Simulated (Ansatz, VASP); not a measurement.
# AgCl: VASP beside Ansatz

File INCAR:

```
SYSTEM = AgCl
ALGO = Normal
EDIFF = 1E-8
ENCUT = 520
GGA = PE
ISIF = 2
ISMEAR = -1
LASPH = .True.
LCHARG = .False.
LEFG = .True.
LREAL = .False.
LWAVE = .False.
NBANDS = 16
NELM = 80
PREC = Accurate
SIGMA = 0.08
```

KPOINTS

```
k-points
0
Gamma
  12 12 12
  0 0 0
```

The input POSCAR:

```
AgCl
1.0
    0.0000000000      2.7484259708      2.7484259708
    2.7484259708      0.0000000000      2.7484259708
    2.7484259708      2.7484259708      0.0000000000
Ag Cl
1 1
Direct
    0.0000000000      0.0000000000      0.0000000000
    0.5000000000      0.5000000000      0.5000000000
```

Input for Ansatz:

```yaml
crystal:
  lattice:
    - [0.0, 2.7484259708, 2.7484259708]
    - [2.7484259708, 0.0, 2.7484259708]
    - [2.7484259708, 2.7484259708, 0.0]
  atoms:
    - { symbol: Ag, position: [0.0, 0.0, 0.0] }
    - { symbol: Cl, position: [0.5, 0.5, 0.5] }
kpoints:
  mp_grid: { grid: [12, 12, 12] }
scf:
  occupations: { method: fermi_dirac, width: 0.08 }
hamiltonian:
  xc: pbe
  pseudopotentials: { kind: paw }
output:
  forces: true
  stress: true
  eigenvalues: true
  efg: { contact_densities: true }
```

Change from the starting cell: volume scaled by 0.9405, PAW files.

Alike in both runs: task electric field gradients; functional PBE; k mesh 12 × 12 × 12; occupations fermi-dirac, width 0.08 eV; no spin polarisation.

|  | VASP | Ansatz |
| --- | --- | --- |
| version | VASP 6.6.1 | Ansatz 0.2.0 |
| potentials or method | VASP PAW PBE potentials, release 64 (Ag, Cl) | PAW with Ansatz's default frozen-core files, scalar-relativistic |
| plane-wave cutoff (eV) | 520 | 420 |
| valence electrons in the cell | 18 | 26 |

VASP gave:

- pressure (GPa): 2.9

Question: Estimate Ansatz's values.

Answer: Pressure (GPa): 3.1.

VASP's potentials hold 18 valence electrons a cell and Ansatz's 26, so a difference there can come from the potentials and not from the codes.
